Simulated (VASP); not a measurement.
Crystal: AlN.

```
CELL_PARAMETERS angstrom
3.02680 0.00000 0.00000
-1.51340 2.62129 0.00000
0.00000 0.00000 4.54810
ATOMIC_POSITIONS crystal
Al 0.33333 0.66667 0.00152
Al 0.66667 0.33333 0.50152
N 0.33333 0.66667 0.38348
N 0.66667 0.33333 0.88348
```

```yaml
Program: VASP 6.6.1
Task: relaxation of the atoms
Functional: LDA
Potentials_or_basis: VASP PAW LDA potentials, release 64 (Al, N)
Cutoff: 520 eV
k_mesh: 9 × 9 × 6
Occupations: gaussian, width 0.05 eV
Spin: no spin polarisation
```

At the start: pressure 34.9 GPa; volume 9.02 Å³/atom.

**Question.** How do energy, volume and symmetry change on relaxing?

**Answer.** Over 3 steps the energy falls by 33.7 meV/atom; space group P6_3mc (No. 186, to 0.05 Å).

The path:
```
step  energy change (eV)  largest force (eV/Å)  pressure (GPa)
   1              0.0000                1.7344           34.90
   2             -0.0509                0.9137           31.21
   3             -0.1347                0.0011           31.98
```

Final structure:
```
Al N
1.0
     3.02680    0.00000    0.00000
    -1.51340    2.62129    0.00000
     0.00000    0.00000    4.54810
Al N
2 2
Direct
  0.33333 0.66667 0.99216
  0.66667 0.33333 0.49216
  0.33333 0.66667 0.39284
  0.66667 0.33333 0.89284
```
